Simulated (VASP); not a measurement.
Runs of VASP 6.6.1 on InSb. The structure is that of space group F-43m (No. 216), or close to it. The cells are those of the table. 

```csv
cell,smearing,gap on the mesh (eV),pressure (GPa)
"a = 4.641 Å, angles 60.0°, 2 atoms",fermi-dirac 0.15 eV,none,-0.8
"a = 4.610 Å, angles 60.0°, 2 atoms",gaussian 0.1 eV,none,0.0
"a = 4.183 Å, angles 60.0°, 2 atoms",fermi-dirac 0.15 eV,0.60,(a)
"a = 4.480 Å, angles 60.0°, 2 atoms",gaussian 0.1 eV,0.13,(b)
```

Alike in all rows: task single point; level PBEsol; potentials or basis VASP PAW PBE potentials, release 64 (In_d, Sb); no spin polarisation; k mesh 12 × 12 × 12; cutoff (eV) 520.

Fill in the values left out.

(a) 25.0; (b) 4.5.

Caveats: the PAW data sets were made with another functional, which shifts forces and pressure a little; spin-orbit coupling is left out, which moves the levels of the heavy elements.

A k mesh can miss the band edges, and the runs leave out spin-orbit coupling on In, Sb.

A gap of «none» marks levels without a gap at the run's occupations.
